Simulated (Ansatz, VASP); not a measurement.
One calculation of Sn3Sb2, two programs

```xyz
5
Lattice="5.3220 0.0000 0.0000 -2.6610 4.6090 0.0000 0.0000 0.0000 6.4115" Properties=species:S:1:pos:R:3 pbc="T T T"
Sn    0.0000    0.0000    0.0000
Sn    0.0000    3.0727    4.5524
Sn    2.6610    1.5363    1.8591
Sb    0.0000    3.0727    1.4336
Sb    2.6610    1.5363    4.9779
```

Alike in both runs: functional PBE; k mesh 6 × 6 × 4; occupations gaussian, width 0.1 eV; no spin polarisation.

Ansatz relaxed the structure, and its values are those at the end. VASP's run is a single point on that final structure, the one shown.

|  | VASP | Ansatz |
| --- | --- | --- |
| version | VASP 6.6.1 | Ansatz 0.2.0 |
| potentials or method | VASP PAW PBE potentials, release 64 (Sn_d, Sb), cutoff 520 eV | scalar-relativistic, plane waves, PAW |
| valence electrons in the cell | 52 | 72 |

VASP gave:

- gap on the k mesh at the Fermi level (eV): none
- pressure (GPa): 0.0
- rms of the force components (eV/Å): 0.007

**Question.** What did Ansatz give for the same quantities?

**Answer.** gap on the k mesh at the Fermi level (eV): none; pressure (GPa): 0.1; rms of the force components (eV/Å): 0.005.

A gap of «none» marks a metal or a gap that the smearing closes. VASP's potentials hold 52 valence electrons a cell and Ansatz's 72, so a difference there can come from the potentials and not from the codes.

Neither program's run includes spin-orbit coupling.
